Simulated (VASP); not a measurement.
TiRh3, 4 atoms in the cell. The structure is cubic, space group Pm-3m (No. 221). Conventional cell: a = 3.821 Å, b = 3.821 Å, c = 3.821 Å, α = 90.00°, β = 90.00°, γ = 90.00°. Ti (site symmetry m-3m) has 12 Rh at 2.70 Å within 3.6 Å. Rh (site symmetry 4/mmm) has 4 Ti at 2.70 Å and 8 Rh at 2.70 Å within 3.6 Å. 

| Property | Result |
| --- | --- |
| Program | VASP 6.6.1 |
| Task | single point |
| Functional | r2SCAN |
| Potentials or basis | VASP PAW PBE potentials, release 64 (Ti_sv, Rh_pv) |
| Cutoff | 520 eV |
| k mesh | 12 × 12 × 12 |
| Occupations | gaussian, width 0.1 eV |
| Spin | no spin polarisation |
| Dipole correction | no |
| Further INCAR settings | ALGO = Normal; EDIFF = 1e-06; NBANDS = 36 |

Potentials or basis: VASP PAW PBE potentials, release 64 (Ti_sv, Rh_pv).

Launch:

```sh
$ cat potpaw_PBE.64/Ti_sv/POTCAR potpaw_PBE.64/Rh_pv/POTCAR > POTCAR
$ cp INCAR.step1 INCAR
$ mpirun -np 1 vasp_std > vasp.out
$ cp INCAR.step2 INCAR
$ mpirun -np 1 vasp_std > vasp.out
```

Hardware: 1 thread of Intel Xeon 8259CL, with other jobs on the host.

**Question.** How long does it take, and how much memory?

**Answer.** Wall time 14 min on 1 thread of Intel Xeon 8259CL, with other jobs on the host, peak memory 0.27 GiB. Counts: k points 84.
